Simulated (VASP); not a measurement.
# KCl (Pm-3m) in VASP: a series of runs, part 2 of 2

VASP 6.6.1.

## Step 4: Electric field gradients, PBE

This run uses another cell than the first one, of 24.00 Å³/atom, 1.053 times its volume.

File INCAR:

```
PREC = Accurate
ENCUT = 520
EDIFF = 1E-8
ISMEAR = -1
SIGMA = 0.01
LREAL = False
LASPH = True
NELM = 60
ALGO = Normal
ISIF = 2
LWAVE = False
LCHARG = False
GGA = PE
LEFG = True
NBANDS = 15
```

File KPOINTS:

```
regular mesh
0
Gamma
  7 7 7
```

File POSCAR:

```
KCl
1.0
    3.6340000000      0.0000000000      0.0000000000
    0.0000000000      3.6340000000      0.0000000000
    0.0000000000      0.0000000000      3.6340000000
K Cl
1 1
Direct
    0.0000000000      0.0000000000      0.0000000000
    0.5000000000      0.5000000000      0.5000000000
```

Potentials or basis: VASP PAW PBE potentials, release 64 (K_sv, Cl).

Command:

```sh
> cat potpaw_PBE.64/K_sv/POTCAR potpaw_PBE.64/Cl/POTCAR > POTCAR
> mpirun -np 1 vasp_std > vasp.out
```

OUTCAR:

```text
PREC = Accurate
   ENCUT = 520
   EDIFF = 1E-8
   ISMEAR = -1
   LREAL = False
   LASPH = True
   NELM = 60
   ISIF = 2
   GGA = PE

 ion  position               nearest neighbor table
   1  0.000  0.000  0.000-   2 3.15   2 3.15   2 3.15   2 3.15   2 3.15   2 3.15   2 3.15   2 3.15

   2  0.500  0.500  0.500-   1 3.15   1 3.15   1 3.15   1 3.15   1 3.15   1 3.15   1 3.15   1 3.15

  LATTYP: Found a simple cubic cell.
 ALAT       =     3.6340000000

  Lattice vectors:

 A1 = (   3.6340000000,   0.0000000000,   0.0000000000)
 A2 = (   0.0000000000,   3.6340000000,   0.0000000000)
 A3 = (   0.0000000000,   0.0000000000,   3.6340000000)

Analysis of symmetry for initial positions (statically):
=====================================================================
 Subroutine PRICEL returns:
 Original cell was already a primitive cell.

 Routine SETGRP: Setting up the symmetry group for a
 simple cubic supercell.

 Subroutine GETGRP returns: Found 48 space group operations
 (whereof 48 operations were pure point group operations)
 out of a pool of 48 trial point group operations.

The static configuration has the point symmetry O_h .

Analysis of symmetry for dynamics (positions and initial velocities):
=====================================================================
 Subroutine PRICEL returns:
 Original cell was already a primitive cell.

 Routine SETGRP: Setting up the symmetry group for a
 simple cubic supercell.

 Subroutine GETGRP returns: Found 48 space group operations
 (whereof 48 operations were pure point group operations)
 out of a pool of 48 trial point group operations.

The dynamic configuration has the point symmetry O_h .

 Subroutine INISYM returns: Found 48 space group operations
 (whereof 48 operations are pure point group operations),
 and found     1 'primitive' translations

----------------------------------------------------------------------------------------

                                     Primitive cell

  volume of cell :      47.9904

  direct lattice vectors                    reciprocal lattice vectors
     3.634000000  0.000000000  0.000000000     0.275178866  0.000000000  0.000000000
     0.000000000  3.634000000  0.000000000     0.000000000  0.275178866  0.000000000
     0.000000000  0.000000000  3.634000000     0.000000000  0.000000000  0.275178866

  length of vectors
     3.634000000  3.634000000  3.634000000     0.275178866  0.275178866  0.275178866

  position of ions in fractional coordinates (direct lattice)
     0.000000000  0.000000000  0.000000000
     0.500000000  0.500000000  0.500000000

  ion indices of the primitive-cell ions
   primitive index   ion index
                 1           1
                 2           2

----------------------------------------------------------------------------------------

 KPOINTS: regular mesh

[... 78 lines left out ...]
   EFERMI_NEDOS =   21; number of points for ismear=-14 and -15
   IALGO  =     38    algorithm
   IMIX   =      4    mixing-type and parameters
     AMIX     =   0.40;   BMIX     =  1.00
     AMIX_MAG =   1.60;   BMIX_MAG =  1.00
  volume/ion in A,a.u.               =      24.00       161.93
  Fermi-wavevector in a.u.,A,eV,Ry     =   1.135176  2.145172 17.532804  1.288625
  Thomas-Fermi vector in A             =   2.271881
   LORBIT       =      0    0 simple, 1 ext, 2 COOP (PROOUT), +10 PAW based schemes
   GGA     = PE    functional components
   LHFCALC =     F    Hartree Fock is set to
   AEXX    =    0.0000 exact exchange contribution
   IVDW    =     0    specifies the selected vdW correction
   LEPSILON=     F    determine dielectric tensor
   LRPA    =     F    only Hartree local field effects (RPA)
 non-spin polarized calculation
  energy-cutoff  :      520.00
  volume of cell :       47.99
 maximum number of plane-waves:      1309
 NGX is ok and might be reduce to    28
   NGX = 13   NGY = 13   NGZ = 13

 number of electron      16.0000000 magnetization

 Free energy of the ion-electron system (eV)
  ---------------------------------------------------
  ext. energy  EPLUGINS =         0.00000000
  ---------------------------------------------------
  free energy    TOTEN  =        -6.55009459 eV

  energy without entropy =       -6.55009459  energy(sigma->0) =       -6.55009459

 E-fermi :   0.2491     XC(G=0):  -8.8091

 val. band max:        0.0369756239   @ k =   0.4286   0.4286   0.0000
 cond. band min:       5.6479669805   @ k =   0.0000   0.0000   0.0000
 fundamental gap:      5.6109913566
 Fermi energy:         0.2490749510

 k-point     1 :       0.0000    0.0000    0.0000
  band No.  band energies     occupation
      1     -27.7494      2.00000
      2     -12.8484      2.00000
      3     -11.0954      2.00000
      4     -11.0954      2.00000
      5     -11.0954      2.00000
      6      -0.1641      2.00000
      7      -0.1641      2.00000
      8      -0.1641      2.00000
      9       5.6480      0.00000
     10       6.4376      0.00000
     11       6.4376      0.00000
     12      11.1313      0.00000
     13      11.1313      0.00000
     14      11.1313      0.00000
[... 329 lines left out ...]
      2     -12.2815      2.00000
      3     -11.3531      2.00000
      4     -11.3521      2.00000
      5     -11.3521      2.00000
      6      -1.6036      2.00000
      7      -1.6036      2.00000
      8      -1.5367      2.00000
      9       8.8951      0.00000
     10       9.2575      0.00000
     11       9.2575      0.00000
     12      10.7179      0.00000
     13      10.7485      0.00000
     14      10.7485      0.00000
     15      13.2589      0.00000

------------------------ aborting loop because EDIFF is reached ----------------------------------------

  FORCE on cell =-STRESS in cart. coord.  units (eV):
  Direction    XX          YY          ZZ          XY          YZ          ZX
  --------------------------------------------------------------------------------------
  -------------------------------------------------------------------------------------
  Total        1.3561683      1.3561683      1.3561683      0.0000000      0.0000000      0.0000000
  in kB       45.2761416     45.2761416     45.2761416      0.0000000      0.0000000      0.0000000
  external PRESSURE =      45.2761416 kB  Pullay stress =       0.0000000 kB

 VOLUME and BASIS-vectors are now :
 -----------------------------------------------------------------------------
  energy-cutoff  :      520.00
  volume of cell :       47.99
      direct lattice vectors                 reciprocal lattice vectors
     3.634000000  0.000000000  0.000000000     0.275178866  0.000000000  0.000000000
     0.000000000  3.634000000  0.000000000     0.000000000  0.275178866  0.000000000
     0.000000000  0.000000000  3.634000000     0.000000000  0.000000000  0.275178866

 POSITION                                       TOTAL-FORCE (eV/Angst)
 -----------------------------------------------------------------------------------
      0.00000      0.00000      0.00000         0.000000      0.000000      0.000000
      1.81700      1.81700      1.81700         0.000000      0.000000      0.000000
 -----------------------------------------------------------------------------------
    total drift:                               -0.000000      0.000000      0.000000

  FREE ENERGIE OF THE ION-ELECTRON SYSTEM (eV)
  ---------------------------------------------------
  free  energy   TOTEN  =        -6.5500945882 eV

  energy  without entropy=       -6.5500945882  energy(sigma->0) =       -6.55009459

 Electric field gradients (V/A^2)
---------------------------------------------------------------------
 ion       V_xx      V_yy      V_zz      V_xy      V_xz      V_yz
---------------------------------------------------------------------
   1      -0.000    -0.000    -0.000    -0.000    -0.000    -0.000
   2      -0.000    -0.000     0.000    -0.000    -0.000     0.000
---------------------------------------------------------------------

 Electric field gradients after diagonalization (V/A^2)
 (convention: |V_zz| > |V_xx| > |V_yy|)
----------------------------------------------------------------------
 ion       V_xx      V_yy      V_zz     asymmetry (V_yy - V_xx)/ V_zz
----------------------------------------------------------------------
   1      -0.000    -0.000    -0.000      -0.443
   2       0.000    -0.000    -0.000       0.949
----------------------------------------------------------------------

           NMR quadrupolar parameters

 Cq : quadrupolar parameter    Cq=e*Q*V_zz/h
 eta: asymmetry parameters     (V_yy - V_xx)/ V_zz
 Q  : nuclear electric quadrupole moment in mb (millibarn)
----------------------------------------------------------------------
 ion       Cq(MHz)       eta       Q (mb)
----------------------------------------------------------------------
   1      -0.000      -0.443       1.000
   2      -0.000       0.949       1.000
----------------------------------------------------------------------
```

stdout:

```text
POSCAR found type information on POSCAR K Cl
 POSCAR found :  2 types and       2 ions
 scaLAPACK will be used
 LDA part: xc-table for (Slater+PW92), standard interpolation
 POSCAR, INCAR and KPOINTS ok, starting setup
 FFT: planning ... GRIDC
 FFT: planning ... GRID_SOFT
 FFT: planning ... GRID
 WAVECAR not read
 entering main loop
ion   1

ion   2
```

Run time: 10 s. Hardware: 1 thread of Intel Xeon Platinum 8488C (Sapphire Rapids), shared host; peak memory 0.15 GiB.

What came out:

```
Free energy            : -6.5501 eV
Pressure               : 4.5 GPa
Band gap on the k mesh : 5.61 eV, indirect (least direct gap 5.81 eV)
```

Levels at points of the mesh, in eV from the valence-band top:
| k point | band 6 | band 7 | band 8 | band 9 | band 10 | band 11 |
| --- | --- | --- | --- | --- | --- | --- |
| (0.00, 0.00, 0.00) | -0.20 | -0.20 | -0.20 | 5.61 | 6.40 | 6.40 |

Caveat: without QUAD_EFG the Cq values of the log hold for a quadrupole moment of 1 mb, not for the nuclei. A k mesh can miss the band edges.

## Step 5: Electric field gradients, PBE (volume scaled by 1.025)

File INCAR:

```
PREC     = Accurate       # precision mode
ENCUT    = 520            # plane-wave cutoff, eV
EDIFF    = 1E-8           # SCF threshold, eV
ISMEAR   = -1             # smearing method
SIGMA    = 0.01           # smearing width, eV
LREAL    = False          # projectors in reciprocal space
LASPH    = True           # aspherical terms in the spheres
NELM     = 100            # most SCF steps
ALGO     = Normal         # electronic algorithm
ISIF     = 2              # what is computed and relaxed
LWAVE    = False          # write WAVECAR
LCHARG   = False          # write CHGCAR
GGA      = PE             # functional
LEFG     = True         
NBANDS   = 15             # bands
```

File KPOINTS:

```
Automatic mesh
0
Gamma
  7 7 7
```

File POSCAR:

```
KCl
1.0
    3.6640344199      0.0000000000      0.0000000000
    0.0000000000      3.6640344199      0.0000000000
    0.0000000000      0.0000000000      3.6640344199
K Cl
1 1
Direct
    0.0000000000      0.0000000000      0.0000000000
    0.5000000000      0.5000000000      0.5000000000
```

Potentials or basis: VASP PAW PBE potentials, release 64 (K_sv, Cl).

Command:

```sh
> cat potpaw_PBE.64/K_sv/POTCAR potpaw_PBE.64/Cl/POTCAR > POTCAR
> mpirun -np 1 vasp_std > vasp.out
```

OUTCAR:

```text
PREC = Accurate
   ENCUT = 520
   EDIFF = 1E-8
   ISMEAR = -1
   LREAL = False
   LASPH = True
   NELM = 100
   ISIF = 2
   GGA = PE

 ion  position               nearest neighbor table
   1  0.000  0.000  0.000-   2 3.17   2 3.17   2 3.17   2 3.17   2 3.17   2 3.17   2 3.17   2 3.17

   2  0.500  0.500  0.500-   1 3.17   1 3.17   1 3.17   1 3.17   1 3.17   1 3.17   1 3.17   1 3.17

  LATTYP: Found a simple cubic cell.
 ALAT       =     3.6640344199

  Lattice vectors:

[... 567 lines left out ...]
  ---------------------------------------------------
  free  energy   TOTEN  =        -6.5809752707 eV

  energy  without entropy=       -6.5809752707  energy(sigma->0) =       -6.58097527

 Electric field gradients (V/A^2)
---------------------------------------------------------------------
 ion       V_xx      V_yy      V_zz      V_xy      V_xz      V_yz
---------------------------------------------------------------------
   1       0.000     0.000     0.000    -0.000    -0.000    -0.000
   2      -0.000    -0.000    -0.000    -0.000     0.000     0.000
---------------------------------------------------------------------

 Electric field gradients after diagonalization (V/A^2)
 (convention: |V_zz| > |V_xx| > |V_yy|)
----------------------------------------------------------------------
 ion       V_xx      V_yy      V_zz     asymmetry (V_yy - V_xx)/ V_zz
----------------------------------------------------------------------
   1       0.000     0.000     0.000      -0.073
   2      -0.000    -0.000    -0.000      -0.257
----------------------------------------------------------------------

           NMR quadrupolar parameters

 Cq : quadrupolar parameter    Cq=e*Q*V_zz/h
 eta: asymmetry parameters     (V_yy - V_xx)/ V_zz
 Q  : nuclear electric quadrupole moment in mb (millibarn)
----------------------------------------------------------------------
 ion       Cq(MHz)       eta       Q (mb)
----------------------------------------------------------------------
   1       0.000      -0.073       1.000
   2      -0.000      -0.257       1.000
----------------------------------------------------------------------
```

OSZICAR:

```text
N       E                     dE             d eps       ncg     rms          rms(c)
DAV:   1     0.105008369741E+03    0.10501E+03   -0.73777E+03   600   0.984E+02
DAV:   2    -0.104971135832E+01   -0.10606E+03   -0.97516E+02   783   0.252E+02
DAV:   3    -0.669558564857E+01   -0.56459E+01   -0.56167E+01   811   0.506E+01
DAV:   4    -0.686477337063E+01   -0.16919E+00   -0.16915E+00   885   0.831E+00
DAV:   5    -0.686608793872E+01   -0.13146E-02   -0.13146E-02   846   0.829E-01    0.352E+00
DAV:   6    -0.660946058655E+01    0.25663E+00   -0.26960E-01   740   0.332E+00    0.295E+00
DAV:   7    -0.657859639981E+01    0.30864E-01   -0.89387E-02   796   0.206E+00    0.171E+00
DAV:   8    -0.658079723838E+01   -0.22008E-02   -0.16151E-02   827   0.101E+00    0.215E-01
DAV:   9    -0.658077570465E+01    0.21534E-04   -0.58861E-04   782   0.171E-01    0.976E-02
DAV:  10    -0.658097768667E+01   -0.20198E-03   -0.27313E-04   663   0.133E-01    0.266E-02
DAV:  11    -0.658097518696E+01    0.24997E-05   -0.86948E-06   853   0.225E-02    0.665E-03
DAV:  12    -0.658097530250E+01   -0.11554E-06   -0.90691E-07   635   0.822E-03    0.166E-03
DAV:  13    -0.658097528855E+01    0.13951E-07   -0.87247E-08   811   0.258E-03    0.410E-04
DAV:  14    -0.658097524275E+01    0.45802E-07   -0.11049E-08   617   0.841E-04    0.120E-04
DAV:  15    -0.658097525692E+01   -0.14174E-07   -0.86479E-10   517   0.213E-04    0.604E-05
DAV:  16    -0.658097527128E+01   -0.14359E-07   -0.37598E-10   391   0.139E-04    0.317E-05
DAV:  17    -0.658097527072E+01    0.56684E-09   -0.11734E-10   363   0.644E-05
   1 F= -.65809753E+01 E0= -.65809753E+01  d E =-.460966E-14
```

stdout:

```text
POSCAR found type information on POSCAR K Cl
 POSCAR found :  2 types and       2 ions
 scaLAPACK will be used
 LDA part: xc-table for (Slater+PW92), standard interpolation
 POSCAR, INCAR and KPOINTS ok, starting setup
 FFT: planning ... GRIDC
 FFT: planning ... GRID_SOFT
 FFT: planning ... GRID
 WAVECAR not read
 entering main loop
ion   1

ion   2
```

Wall time 9.3 s (1 thread of Intel Xeon Platinum 8488C (Sapphire Rapids), shared host); peak memory 0.15 GiB.

What came out:

```yaml
Free_energy: -6.5810 eV
Pressure: 3.6 GPa
Band_gap_on_the_k_mesh: 5.48 eV, indirect (least direct gap 5.68 eV)
```

Caveat: the cell differs from its parent crystal (volume scaled by 1.025); without QUAD_EFG the Cq values of the log hold for a quadrupole moment of 1 mb, not for the nuclei. A k mesh can miss the band edges.

## Step 6: Overview

| cell | gap on the mesh (eV) | pressure (GPa) |
| --- | --- | --- |
| a = 3.572 Å, 2 atoms | 5.91 | 6.7 |
| a = 3.603 Å, 2 atoms | 5.75 | 5.6 |
| a = 3.634 Å, 2 atoms | 5.61 | 4.5 |
| a = 3.664 Å, 2 atoms | 5.48 | 3.6 |

Alike in all rows: task electric field gradients; level PBE; potentials or basis VASP PAW PBE potentials, release 64 (K_sv, Cl); no spin polarisation; k mesh 7 × 7 × 7; cutoff (eV) 520; smearing fermi-dirac 0.01 eV.

Total energies depend on the potentials used, so only differences within one code and one set of settings carry meaning.
